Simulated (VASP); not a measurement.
# Ge (I4_1/amd) in VASP: a series of runs, part 2 of 2

VASP 6.6.1. The steps go on from the part before.

## (3) Single point, r2SCAN (strain +0.030 along x and y, +0.000 along z)

POSCAR

```
Ge
1.0
    0.0000000000      2.9136331000      2.8287700000
    2.9136331000      0.0000000000      2.8287700000
    2.9136331000      2.9136331000      0.0000000000
Ge
2
Direct
    0.5000000000      0.5000000000      0.5000000000
    0.7500000000      0.7500000000      0.7500000000
```

INCAR.step1

```
  ALGO = Normal
  EDIFF = 1E-4
  ENCUT = 520
  GGA = PE
  ISMEAR = 0
  LASPH = T
  LCHARG = F
  LREAL = F
  LWAVE = T
  NBANDS = 21
  NELM = 100
  PREC = Accurate
  SIGMA = 0.05
```

INCAR.step2

```
  ALGO = Normal
  EDIFF = 1E-6
  ENCUT = 520
  ISIF = 2
  ISMEAR = 0
  ISTART = 1
  LASPH = T
  LCHARG = T
  LELF = T
  LMIXTAU = T
  LREAL = F
  LVHAR = T
  LWAVE = F
  METAGGA = R2SCAN
  NBANDS = 21
  NELM = 100
  PREC = Accurate
  SIGMA = 0.05
```

KPOINTS

```
k-points
0
Gamma
  10 10 10
```

Potentials or basis: VASP PAW PBE potentials, release 64 (Ge_d).

Started as:

```bash
cat potpaw_PBE.64/Ge_d/POTCAR > POTCAR
cp INCAR.step1 INCAR
mpirun -np 1 vasp_std > vasp.out
cp INCAR.step2 INCAR
mpirun -np 1 vasp_std > vasp.out
```

OUTCAR:

```text
EDIFF = 1E-6
   ENCUT = 520
   ISIF = 2
   ISMEAR = 0
   ISTART = 1
   LASPH = T
   LREAL = F
   METAGGA = R2SCAN
   NELM = 100
   PREC = Accurate

 ion  position               nearest neighbor table
   1  0.500  0.500  0.500-   2 2.50   2 2.50   2 2.50   2 2.50
   2  0.750  0.750  0.750-   1 2.50   1 2.50   1 2.50   1 2.50

  LATTYP: Found a body centered tetragonal cell.
 ALAT       =     4.1204994458
 C/A-ratio  =     1.3730228761

  Lattice vectors:

 A1 = (   0.0000000000,  -2.9136331000,  -2.8287700000)
 A2 = (   0.0000000000,   2.9136331000,  -2.8287700000)
 A3 = (   2.9136331000,   0.0000000000,   2.8287700000)

Analysis of symmetry for initial positions (statically):
=====================================================================
 Subroutine PRICEL returns:
 Original cell was already a primitive cell.

 Routine SETGRP: Setting up the symmetry group for a
 body centered tetragonal supercell.

 Subroutine GETGRP returns: Found 16 space group operations
 (whereof  8 operations were pure point group operations)
 out of a pool of 16 trial point group operations.

The static configuration has the point symmetry D_2d.
 The point group associated with its full space group is D_4h.

Analysis of symmetry for dynamics (positions and initial velocities):
=====================================================================
 Subroutine PRICEL returns:
 Original cell was already a primitive cell.

 Routine SETGRP: Setting up the symmetry group for a
 body centered tetragonal supercell.

 Subroutine GETGRP returns: Found 16 space group operations
 (whereof  8 operations were pure point group operations)
 out of a pool of 16 trial point group operations.

The dynamic configuration has the point symmetry D_2d.
 The point group associated with its full space group is D_4h.

 Subroutine INISYM returns: Found 16 space group operations
 (whereof  8 operations are pure point group operations),
 and found     1 'primitive' translations

----------------------------------------------------------------------------------------

                                     Primitive cell

  volume of cell :      48.0283

  direct lattice vectors                    reciprocal lattice vectors
     0.000000000  2.913633100  2.828770000    -0.171607056  0.171607056  0.176755268
     2.913633100  0.000000000  2.828770000     0.171607056 -0.171607056  0.176755268
     2.913633100  2.913633100  0.000000000     0.171607056  0.171607056 -0.176755268

  length of vectors
     4.060935552  4.060935552  4.120499446     0.300233890  0.300233890  0.300233890

  position of ions in fractional coordinates (direct lattice)
     0.500000000  0.500000000  0.500000000
     0.750000000  0.750000000  0.750000000

  ion indices of the primitive-cell ions
   primitive index   ion index
                 1           1
                 2           2

----------------------------------------------------------------------------------------

 KPOINTS: k-points

Automatic generation of k-mesh.
 Grid dimensions read from file:
 generate k-points for:   10   10   10

 Generating k-lattice:

  Cartesian coordinates                     Fractional coordinates (reciprocal lattice)
    -0.017160706  0.017160706  0.017675527     0.100000000  0.000000000  0.000000000
     0.017160706 -0.017160706  0.017675527     0.000000000  0.100000000  0.000000000
     0.017160706  0.017160706 -0.017675527     0.000000000  0.000000000  0.100000000

  Length of vectors
     0.030023389  0.030023389  0.030023389

  Shift w.r.t. Gamma in fractional coordinates (k-lattice)
     0.000000000  0.000000000  0.000000000

 Subroutine IBZKPT returns following result:
 ===========================================

 Found    102 irreducible k-points:

 Following reciprocal coordinates:
            Coordinates               Weight
  0.000000  0.000000  0.000000      1.000000
  0.100000 -0.000000  0.000000      8.000000
  0.200000 -0.000000  0.000000      8.000000
  0.300000 -0.000000  0.000000      8.000000
  0.400000 -0.000000  0.000000      8.000000
  0.500000  0.000000  0.000000      4.000000
[... 16 lines left out ...]
  0.300000  0.300000  0.000000      2.000000
  0.400000  0.300000  0.000000      8.000000
 [... further k-points ...]
   k-points           NKPTS =    102   k-points in BZ     NKDIM =    102   number of bands    NBANDS=     21
   number of dos      NEDOS =    301   number of ions     NIONS =      2
   total plane-waves  NPLWV =  28800
   dimension x,y,z NGX =    30 NGY =   30 NGZ =   32
   dimension x,y,z NGXF=    60 NGYF=   60 NGZF=   64
   ions per type =               2
   NGX,Y,Z   is equivalent  to a cutoff of  12.28, 12.28, 12.91 a.u.
   NGXF,Y,Z  is equivalent  to a cutoff of  24.56, 24.56, 25.82 a.u.
 SYSTEM =  unknown system
   PREC   = accura    normal or accurate (medium, high low for compatibility)
   ISTART =      1    job   : 0-new  1-cont  2-samecut
   ICHARG =      0    charge: 1-file 2-atom 10-const
   ISPIN  =      1    spin polarized calculation?
   LNONCOLLINEAR =      F non collinear calculations
   LSORBIT =      F    spin-orbit coupling
   LASPH  =      T    aspherical Exc in radial PAW
   ENCUT  =  520.0 eV  38.22 Ry    6.18 a.u.   7.55  7.55  7.66*2*pi/ulx,y,z
   NELM   =    100;   NELMIN=  2; NELMDL=  0     # of ELM steps
   EDIFF  = 0.1E-05   stopping-criterion for ELM
   LREAL  =      F    real-space projection
   EDIFFG = 0.1E-04   stopping-criterion for IOM
   NSW    =      0    number of steps for IOM
   IBRION =     -1    ionic relax: 0-MD 1-quasi-New 2-CG
   NFREE  =      0    steps in history (QN), initial steepest desc. (CG)
   ISIF   =      2    stress and relaxation
   ISYM   =      2    0-nonsym 1-usesym 2-fastsym
   POTIM  = 0.5000    time-step for ionic-motion
   TEBEG  =    0.0;   TEEND  =   0.0 temperature during run
   PSTRESS=    0.0 pullay stress
   NELECT =      28.0000    total number of electrons
   NUPDOWN=      -1.0000    fix difference up-down
   EMIN   =  10.00;   EMAX   =-10.00  energy-range for DOS
   EFERMI =   0.00;   METHOD = LEGACY
   ISMEAR =     0;   SIGMA  =   0.05  broadening in eV -4-tet -1-fermi 0-gaus
   EFERMI_NEDOS =   21; number of points for ismear=-14 and -15
   IALGO  =     38    algorithm
   IMIX   =      4    mixing-type and parameters
     AMIX     =   0.40;   BMIX     =  1.00
     AMIX_MAG =   1.60;   BMIX_MAG =  1.00
  volume/ion in A,a.u.               =      24.01       162.06
  Fermi-wavevector in a.u.,A,eV,Ry     =   1.367608  2.584405 25.447689  1.870352
  Thomas-Fermi vector in A             =   2.493646
   LORBIT       =      0    0 simple, 1 ext, 2 COOP (PROOUT), +10 PAW based schemes
   METAGGA = R2SCAN    functional components
   LHFCALC =     F    Hartree Fock is set to
   AEXX    =    0.0000 exact exchange contribution
   IVDW    =     0    specifies the selected vdW correction
   LEPSILON=     F    determine dielectric tensor
   LRPA    =     F    only Hartree local field effects (RPA)
 non-spin polarized calculation
 Gauss-broadening in eV      SIGMA  =   0.05
  energy-cutoff  :      520.00
  volume of cell :       48.03
 maximum number of plane-waves:      1313
   NGX = 15   NGY = 15   NGZ = 15

 number of electron      28.0000003 magnetization

 Free energy of the ion-electron system (eV)
  ---------------------------------------------------
  ext. energy  EPLUGINS =         0.00000000
  ---------------------------------------------------
  free energy    TOTEN  =       -27.71382466 eV

  energy without entropy =      -27.71382416  energy(sigma->0) =      -27.71382441

 E-fermi :   4.2808     XC(G=0): -10.5153

 val. band max:        4.1645775459   @ k =   0.0000   0.0000   0.0000
 cond. band min:       4.3900200121   @ k =   0.0000   0.0000   0.0000
 fundamental gap:      0.2254424662
 Fermi energy:         4.2808261448

 k-point     1 :       0.0000    0.0000    0.0000
  band No.  band energies     occupation
      1     -21.1829      2.00000
      2     -21.1767      2.00000
      3     -21.1767      2.00000
      4     -21.1447      2.00000
      5     -21.1430      2.00000
      6     -20.9612      2.00000
[... 13 lines left out ...]
     20      13.7423      0.00000
     21      14.2803      0.00000
[... 529 lines left out ...]
 k-point    24 :       0.4000    0.3000    0.0000
  band No.  band energies     occupation
      1     -21.2057      2.00000
      2     -21.1997      2.00000
      3     -21.1590      2.00000
      4     -21.0863      2.00000
      5     -21.0640      2.00000
      6     -21.0548      2.00000
[... 13 lines left out ...]
     20      16.2236      0.00000
     21      16.3602      0.00000

 [... further k-points ...]

------------------------ aborting loop because EDIFF is reached ----------------------------------------

  FORCE on cell =-STRESS in cart. coord.  units (eV):
  Direction    XX          YY          ZZ          XY          YZ          ZX
  --------------------------------------------------------------------------------------
  -------------------------------------------------------------------------------------
  Total       -1.1380029     -1.1380029     -0.4899965      0.0000000      0.0000000      0.0000000
  in kB      -37.9626561    -37.9626561    -16.3458024      0.0000000      0.0000000      0.0000000
  external PRESSURE =     -30.7570382 kB  Pullay stress =       0.0000000 kB

 VOLUME and BASIS-vectors are now :
 -----------------------------------------------------------------------------
  energy-cutoff  :      520.00
  volume of cell :       48.03
      direct lattice vectors                 reciprocal lattice vectors
     0.000000000  2.913633100  2.828770000    -0.171607056  0.171607056  0.176755268
     2.913633100  0.000000000  2.828770000     0.171607056 -0.171607056  0.176755268
     2.913633100  2.913633100  0.000000000     0.171607056  0.171607056 -0.176755268

 POSITION                                       TOTAL-FORCE (eV/Angst)
 -----------------------------------------------------------------------------------
      2.91363      2.91363      2.82877         0.000000      0.000000      0.000000
      4.37045      4.37045      4.24315        -0.000000     -0.000000     -0.000000
 -----------------------------------------------------------------------------------
    total drift:                                0.000000     -0.000000      0.000000

  FREE ENERGIE OF THE ION-ELECTRON SYSTEM (eV)
  ---------------------------------------------------
  free  energy   TOTEN  =       -27.7138246558 eV

  energy  without entropy=      -27.7138241635  energy(sigma->0) =      -27.71382441
```

OSZICAR.step1:

```text
N       E                     dE             d eps       ncg     rms          rms(c)
DAV:   1     0.195386076762E+03    0.19539E+03   -0.14692E+04  4857   0.357E+03
DAV:   2     0.193270537116E+02   -0.17606E+03   -0.17058E+03  4294   0.626E+02
DAV:   3    -0.813192838236E+01   -0.27459E+02   -0.27274E+02  4909   0.144E+02
DAV:   4    -0.908213523566E+01   -0.95021E+00   -0.94966E+00  4859   0.314E+01
DAV:   5    -0.909803456470E+01   -0.15899E-01   -0.15899E-01  4842   0.453E+00    0.295E+00
DAV:   6    -0.905118609672E+01    0.46848E-01   -0.19575E-02  5148   0.151E+00    0.175E+00
DAV:   7    -0.902611288349E+01    0.25073E-01   -0.40844E-02  4653   0.193E+00    0.143E-01
DAV:   8    -0.902769685644E+01   -0.15840E-02   -0.55099E-03  4854   0.950E-01    0.428E-02
DAV:   9    -0.902791994935E+01   -0.22309E-03   -0.25546E-04  4008   0.184E-01    0.135E-02
DAV:  10    -0.902794477834E+01   -0.24829E-04   -0.40425E-05  3792   0.581E-02
   1 F= -.90279448E+01 E0= -.90278914E+01  d E =-.106677E-03
```

Wall time 4.9 min (1 thread of Intel Xeon Platinum 8259CL at 2.50GHz (Skylake/Cascade Lake), shared host); peak memory 0.23 GiB.

What came out:

```
Free energy            : -27.7138 eV
Pressure               : -3.1 GPa
Band gap on the k mesh : 0.23 eV, direct
```

Stress tensor (GPa, compression positive):
```
-3.80  0.00  0.00
 0.00 -3.80  0.00
 0.00  0.00 -1.63
```

Caveat: the cell differs from its parent crystal (strain +0.030 along x and y, +0.000 along z); the PAW data sets were made with another functional, which shifts forces and pressure a little. A k mesh can miss the band edges.
